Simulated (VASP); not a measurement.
A run of VASP 6.6.1 is set up as follows.

INCAR

```
PREC = Accurate
ENCUT = 520
EDIFF = 1E-7
ISMEAR = -1
SIGMA = 0.06122561905347299
LREAL = F
LASPH = T
NELM = 60
ALGO = Normal
ISIF = 2
LWAVE = F
LCHARG = F
GGA = PE
NBANDS = 8
```

File KPOINTS:

```
regular mesh
0
Gamma
  39 39 39
```

The input POSCAR:

```
Sb
1.0
    0.0000000000      2.3794390258      2.3794390258
    2.3794390258      0.0000000000      2.3794390258
    2.3794390258      2.3794390258      0.0000000000
Sb
1
Direct
    0.0000000000      0.0000000000      0.0000000000
```

Potentials or basis: VASP PAW PBE potentials, release 64 (Sb).

Launch:

```sh
$ cat potpaw_PBE.64/Sb/POTCAR > POTCAR
$ mpirun -np 1 vasp_std > vasp.out
```

Question: Estimate the pressure.

Answer: 1.1 GPa.

Question: Predict the band gap on the k mesh.

Answer: Zero (an odd number of electrons rules out a gap without spin polarisation).

Caveat: spin-orbit coupling is left out, which moves the levels of the heavy elements; an odd number of electrons without spin polarisation forces a metal; a magnetic or distorted state may lie lower.
